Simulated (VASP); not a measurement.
## InO2: single point with PBE

The system is InO2.

```
In O
1.0
     0.00000    2.80782    2.80782
     2.80782    0.00000    2.80782
     2.80782    2.80782    0.00000
In O
1 2
Direct
  0.00000 0.00000 0.00000
  0.25000 0.25000 0.25000
  0.75000 0.75000 0.75000
```

```
Program             : VASP 6.6.1
Task                : single point
Functional          : PBE
Potentials or basis : VASP PAW PBE potentials, release 64 (In_d, O)
Cutoff              : 600 eV
k mesh              : 10 × 10 × 10
Occupations         : fermi-dirac, width 0.1 eV
Spin                : no spin polarisation
```

The pressure is -18.4 GPa.

Levels at points of the mesh, in eV from the Fermi level:
```tsv
k point	band 10	band 11	band 12	band 13	band 14	band 15	band 16	band 17
(0.00, 0.00, 0.00)	-1.47	-0.53	-0.53	-0.53	0.54	8.45	8.45	8.45
(0.50, 0.00, 0.00)	-1.71	-1.71	-0.95	-0.95	4.36	7.67	10.36	10.36
(0.50, 0.50, 0.00)	-3.09	0.14	0.14	0.18	4.11	7.09	9.85	11.20
```

It took 16 s on 1 thread of Intel(R) Xeon(R) 6975P-C (Granite Rapids) (shared host), peak memory 0.2 GiB.

Caveat: spin-orbit coupling is left out, which moves the levels of the heavy elements; an odd number of electrons without spin polarisation forces a metal; a magnetic or distorted state may lie lower.
